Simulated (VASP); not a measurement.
# Hf2B3 (Pm-3m) in VASP: density of states with PBE

Aim: the density of states of Hf2B3 with PBE.

Everything below comes from runs of VASP 6.6.1. Logs are shortened: lines on timing, memory, paths and dates and some standing lists are left out, and cuts for length are marked.

## (1) The cell of the first run

Symmetry: Pm-3m, No. 221, cubic system. Conventional cell: a = 4.175 Å, b = 4.175 Å, c = 4.175 Å, α = 90.00°, β = 90.00°, γ = 90.00°. Hf (site symmetry m-3m) has 12 B at 2.95 Å and 8 Hf at 3.62 Å within 3.9 Å. Hf (site symmetry m-3m) has 6 B at 2.09 Å within 2.8 Å. B (site symmetry 4/mmm) has 2 Hf at 2.09 Å within 2.8 Å.

## (2) Density of states, PBE

Input file POSCAR:

```
Hf2B3
1.0
    4.1746968892      0.0000000000      0.0000000000
    0.0000000000      4.1746968892      0.0000000000
    0.0000000000      0.0000000000      4.1746968892
Hf B
2 3
Direct
    0.0000000000      0.0000000000      0.0000000000
    0.5000000000      0.5000000000      0.5000000000
    0.0000000000      0.5000000000      0.5000000000
    0.5000000000      0.0000000000      0.5000000000
    0.5000000000      0.5000000000      0.0000000000
```

Input file INCAR.step1:

```
SYSTEM = Hf2B3
  PREC = Accurate
  ENCUT = 520
  EDIFF = 1E-7
  ISMEAR = 0
  SIGMA = 0.1
  LREAL = .FALSE.
  LASPH = .TRUE.
  NELM = 80
  ALGO = Normal
  ISIF = 2
  LWAVE = .FALSE.
  LCHARG = .TRUE.
  LMAXMIX = 4
  GGA = PE
  NBANDS = 22
```

Input file KPOINTS.step1:

```
regular mesh
0
G
  10 10 10
  0 0 0
```

Input file INCAR.step2:

```
SYSTEM = Hf2B3
  PREC = Accurate
  ENCUT = 520
  EDIFF = 1E-7
  ISMEAR = -5
  SIGMA = 0.1
  LREAL = .FALSE.
  LASPH = .TRUE.
  NELM = 80
  ALGO = Normal
  ISIF = 2
  LWAVE = .FALSE.
  LCHARG = .FALSE.
  LMAXMIX = 4
  GGA = PE
  LORBIT = 11
  NEDOS = 1001
  ICHARG = 11
```

Input file KPOINTS.step2:

```
regular mesh
0
G
  15 15 15
  0 0 0
```

Potentials or basis: VASP PAW PBE potentials, release 64 (Hf_pv, B).

On the command line:

```sh
cat potpaw_PBE.64/Hf_pv/POTCAR potpaw_PBE.64/B/POTCAR > POTCAR
cp INCAR.step1 INCAR
cp KPOINTS.step1 KPOINTS
mpirun -np 1 vasp_std > vasp.out
cp INCAR.step2 INCAR
cp KPOINTS.step2 KPOINTS
mpirun -np 1 vasp_std > vasp.out
```

OUTCAR:

```text
SYSTEM = Hf2B3
   PREC = Accurate
   ENCUT = 520
   EDIFF = 1E-7
   ISMEAR = -5
   LREAL = .FALSE.
   LASPH = .TRUE.
   NELM = 80
   ISIF = 2
   GGA = PE
   LORBIT = 11
   ICHARG = 11

 ion  position               nearest neighbor table
   1  0.000  0.000  0.000-   3 2.95   4 2.95   5 2.95   3 2.95   4 2.95   3 2.95   5 2.95   3 2.95
                             4 2.95   5 2.95   4 2.95   5 2.95   2 3.62   2 3.62   2 3.62   2 3.62
   2  0.500  0.500  0.500-   3 2.09   4 2.09   5 2.09   5 2.09   4 2.09   3 2.09   1 3.62   1 3.62
                             1 3.62   1 3.62   1 3.62   1 3.62   1 3.62   1 3.62
   3  0.000  0.500  0.500-   2 2.09   2 2.09   1 2.95   1 2.95   1 2.95   1 2.95
   4  0.500  0.000  0.500-   2 2.09   2 2.09   1 2.95   1 2.95   1 2.95   1 2.95
   5  0.500  0.500  0.000-   2 2.09   2 2.09   1 2.95   1 2.95   1 2.95   1 2.95

  LATTYP: Found a simple cubic cell.
 ALAT       =     4.1746968892

  Lattice vectors:

 A1 = (   4.1746968892,   0.0000000000,   0.0000000000)
 A2 = (   0.0000000000,   4.1746968892,   0.0000000000)
 A3 = (   0.0000000000,   0.0000000000,   4.1746968892)

Analysis of symmetry for initial positions (statically):
=====================================================================
 Subroutine PRICEL returns:
 Original cell was already a primitive cell.

 Routine SETGRP: Setting up the symmetry group for a
 simple cubic supercell.

 Subroutine GETGRP returns: Found 48 space group operations
 (whereof 48 operations were pure point group operations)
 out of a pool of 48 trial point group operations.

The static configuration has the point symmetry O_h .

Analysis of symmetry for dynamics (positions and initial velocities):
=====================================================================
 Subroutine PRICEL returns:
 Original cell was already a primitive cell.

 Routine SETGRP: Setting up the symmetry group for a
 simple cubic supercell.

 Subroutine GETGRP returns: Found 48 space group operations
 (whereof 48 operations were pure point group operations)
 out of a pool of 48 trial point group operations.

The dynamic configuration has the point symmetry O_h .

 Subroutine INISYM returns: Found 48 space group operations
 (whereof 48 operations are pure point group operations),
 and found     1 'primitive' translations

----------------------------------------------------------------------------------------

                                     Primitive cell

  volume of cell :      72.7570

  direct lattice vectors                    reciprocal lattice vectors
     4.174696889  0.000000000  0.000000000     0.239538349  0.000000000  0.000000000
     0.000000000  4.174696889  0.000000000     0.000000000  0.239538349  0.000000000
     0.000000000  0.000000000  4.174696889     0.000000000  0.000000000  0.239538349

  length of vectors
     4.174696889  4.174696889  4.174696889     0.239538349  0.239538349  0.239538349

  position of ions in fractional coordinates (direct lattice)
     0.000000000  0.000000000  0.000000000
     0.500000000  0.500000000  0.500000000
     0.000000000  0.500000000  0.500000000
     0.500000000  0.000000000  0.500000000
     0.500000000  0.500000000  0.000000000

  ion indices of the primitive-cell ions
   primitive index   ion index
                 1           1
                 2           2
                 3           3
                 4           4
                 5           5

----------------------------------------------------------------------------------------

 KPOINTS: regular mesh

Automatic generation of k-mesh.
 Grid dimensions read from file:
 generate k-points for:   15   15   15

 Generating k-lattice:

  Cartesian coordinates                     Fractional coordinates (reciprocal lattice)
     0.015969223  0.000000000  0.000000000     0.066666667  0.000000000  0.000000000
     0.000000000  0.015969223  0.000000000     0.000000000  0.066666667  0.000000000
     0.000000000  0.000000000  0.015969223     0.000000000  0.000000000  0.066666667

  Length of vectors
     0.015969223  0.015969223  0.015969223

  Shift w.r.t. Gamma in fractional coordinates (k-lattice)
     0.000000000  0.000000000  0.000000000

 TETIRR: Found   1667 inequivalent tetrahedra from    20250

 Subroutine IBZKPT returns following result:
 ===========================================

 Found    120 irreducible k-points:

 Following reciprocal coordinates:
            Coordinates               Weight
  0.000000  0.000000  0.000000      1.000000
  0.066667  0.000000  0.000000      6.000000
  0.133333  0.000000  0.000000      6.000000
  0.200000  0.000000  0.000000      6.000000
  0.266667  0.000000  0.000000      6.000000
  0.333333  0.000000  0.000000      6.000000
[... 16 lines left out ...]
  0.266667  0.200000  0.000000     24.000000
  0.333333  0.200000  0.000000     24.000000
 [... further k-points ...]
   k-points           NKPTS =    120   k-points in BZ     NKDIM =    120   number of bands    NBANDS=     18
   number of dos      NEDOS =   1001   number of ions     NIONS =      5
   total plane-waves  NPLWV =  32768
   dimension x,y,z NGX =    32 NGY =   32 NGZ =   32
   dimension x,y,z NGXF=    64 NGYF=   64 NGZF=   64
   ions per type =               2   3
   NGX,Y,Z   is equivalent  to a cutoff of  12.74, 12.74, 12.74 a.u.
   NGXF,Y,Z  is equivalent  to a cutoff of  25.49, 25.49, 25.49 a.u.
 SYSTEM =  Hf2B3
   PREC   = accura    normal or accurate (medium, high low for compatibility)
   ISTART =      0    job   : 0-new  1-cont  2-samecut
   ICHARG =     11    charge: 1-file 2-atom 10-const
   ISPIN  =      1    spin polarized calculation?
   LNONCOLLINEAR =      F non collinear calculations
   LSORBIT =      F    spin-orbit coupling
   LASPH  =      T    aspherical Exc in radial PAW
   ENCUT  =  520.0 eV  38.22 Ry    6.18 a.u.   7.76  7.76  7.76*2*pi/ulx,y,z
   NELM   =     80;   NELMIN=  2; NELMDL=  0     # of ELM steps
   EDIFF  = 0.1E-06   stopping-criterion for ELM
   LREAL  =      F    real-space projection
   EDIFFG = 0.1E-05   stopping-criterion for IOM
   NSW    =      0    number of steps for IOM
   IBRION =     -1    ionic relax: 0-MD 1-quasi-New 2-CG
   NFREE  =      0    steps in history (QN), initial steepest desc. (CG)
   ISIF   =      2    stress and relaxation
   ISYM   =      2    0-nonsym 1-usesym 2-fastsym
   POTIM  = 0.5000    time-step for ionic-motion
   TEBEG  =    0.0;   TEEND  =   0.0 temperature during run
   PSTRESS=    0.0 pullay stress
   NELECT =      29.0000    total number of electrons
   NUPDOWN=      -1.0000    fix difference up-down
   EMIN   =  10.00;   EMAX   =-10.00  energy-range for DOS
   EFERMI =   0.00;   METHOD = LEGACY
   ISMEAR =    -5;   SIGMA  =   0.10  broadening in eV -4-tet -1-fermi 0-gaus
   EFERMI_NEDOS =   21; number of points for ismear=-14 and -15
   IALGO  =     38    algorithm
   IMIX   =      4    mixing-type and parameters
     AMIX     =   0.40;   BMIX     =  1.00
     AMIX_MAG =   1.60;   BMIX_MAG =  1.00
  volume/ion in A,a.u.               =      14.55        98.20
  Fermi-wavevector in a.u.,A,eV,Ry     =   1.204803  2.276747 19.749526  1.451549
  Thomas-Fermi vector in A             =   2.340517
   LORBIT       =     11    0 simple, 1 ext, 2 COOP (PROOUT), +10 PAW based schemes
   GGA     = PE    functional components
   LHFCALC =     F    Hartree Fock is set to
   AEXX    =    0.0000 exact exchange contribution
   IVDW    =     0    specifies the selected vdW correction
   LEPSILON=     F    determine dielectric tensor
   LRPA    =     F    only Hartree local field effects (RPA)
 non-spin polarized calculation
 Fermi weights with tetrahedron method with Bloechl corrections
  energy-cutoff  :      520.00
  volume of cell :       72.76
 maximum number of plane-waves:      1977
 NGX is ok and might be reduce to    32

 number of electron      29.0000001 magnetization

 Free energy of the ion-electron system (eV)
  ---------------------------------------------------
  ext. energy  EPLUGINS =         0.00000000
  ---------------------------------------------------
  free energy    TOTEN  =       -34.74596143 eV

  energy without entropy =      -34.74596143  energy(sigma->0) =      -34.74596143

 E-fermi :   4.5897     XC(G=0): -11.0311

 val. band max:        4.6435484148   @ k =   0.0667   0.0000   0.0000
 cond. band min:       4.4596999370   @ k =   0.1333   0.0000   0.0000
 fundamental gap:     -0.1838484778
 Fermi energy:         4.5896582415

 k-point     1 :       0.0000    0.0000    0.0000
  band No.  band energies     occupation
      1     -27.6859      2.00000
      2     -27.6859      2.00000
      3     -27.6859      2.00000
      4     -24.4547      2.00000
      5     -24.4547      2.00000
      6     -24.4547      2.00000
[... 10 lines left out ...]
     17       5.4773      0.00000
     18       6.1645      0.00000

 k-point     2 :       0.0667    0.0000    0.0000
  band No.  band energies     occupation
      1     -27.6867      2.00000
      2     -27.6858      2.00000
      3     -27.6858      2.00000
      4     -24.4553      2.00000
      5     -24.4545      2.00000
      6     -24.4545      2.00000
[... 10 lines left out ...]
     17       5.5096      0.00000
     18       6.4437      0.00000
[... 442 lines left out ...]
 k-point    24 :       0.3333    0.2000    0.0000
  band No.  band energies     occupation
      1     -27.6997      2.00000
      2     -27.6909      2.00000
      3     -27.6829      2.00000
      4     -24.4627      2.00000
      5     -24.4553      2.00000
      6     -24.4510      2.00000
[... 10 lines left out ...]
     17       6.0622      0.00000
     18       6.7348      0.00000

 [... further k-points ...]

------------------------ aborting loop because EDIFF is reached ----------------------------------------

  FORCE on cell =-STRESS in cart. coord.  units (eV):
  Direction    XX          YY          ZZ          XY          YZ          ZX
  --------------------------------------------------------------------------------------
  -------------------------------------------------------------------------------------
  Total        0.6294903      0.6294903      0.6294903     -0.0000000      0.0000000     -0.0000000
  in kB       13.8619637     13.8619637     13.8619637     -0.0000000      0.0000000     -0.0000000
  external PRESSURE =      13.8619637 kB  Pullay stress =       0.0000000 kB

 VOLUME and BASIS-vectors are now :
 -----------------------------------------------------------------------------
  energy-cutoff  :      520.00
  volume of cell :       72.76
      direct lattice vectors                 reciprocal lattice vectors
     4.174696889  0.000000000  0.000000000     0.239538349  0.000000000  0.000000000
     0.000000000  4.174696889  0.000000000     0.000000000  0.239538349  0.000000000
     0.000000000  0.000000000  4.174696889     0.000000000  0.000000000  0.239538349

 POSITION                                       TOTAL-FORCE (eV/Angst)
 -----------------------------------------------------------------------------------
      0.00000      0.00000      0.00000         0.000000      0.000000      0.000000
      2.08735      2.08735      2.08735         0.000000      0.000000      0.000000
      0.00000      2.08735      2.08735         0.000000      0.000000      0.000000
      2.08735      0.00000      2.08735         0.000000      0.000000      0.000000
      2.08735      2.08735      0.00000         0.000000      0.000000      0.000000
 -----------------------------------------------------------------------------------
    total drift:                                0.000000     -0.000000     -0.000000

  FREE ENERGIE OF THE ION-ELECTRON SYSTEM (eV)
  ---------------------------------------------------
  free  energy   TOTEN  =       -34.7459614251 eV

  energy  without entropy=      -34.7459614251  energy(sigma->0) =      -34.74596143

 total charge

# of ion       s       p       d       tot
------------------------------------------
    1        0.210   6.226   1.260   7.696
    2        0.472   6.710   2.526   9.708
    3        0.773   0.959   0.000   1.732
    4        0.773   0.959   0.000   1.732
    5        0.773   0.959   0.000   1.732
--------------------------------------------------
tot          3.001  15.812   3.786  22.599
```

It took 65 s on 1 thread of Intel Xeon 6975P-C (Granite Rapids), shared host; peak memory 0.27 GiB.

What came out:

```
Valence electrons inside the program's atomic spheres : Hf 7.70, 9.71; B 1.73
```

Caveat: spin-orbit coupling is left out, which moves the levels of the heavy elements; tetrahedron occupations give inexact forces and stress in metals.
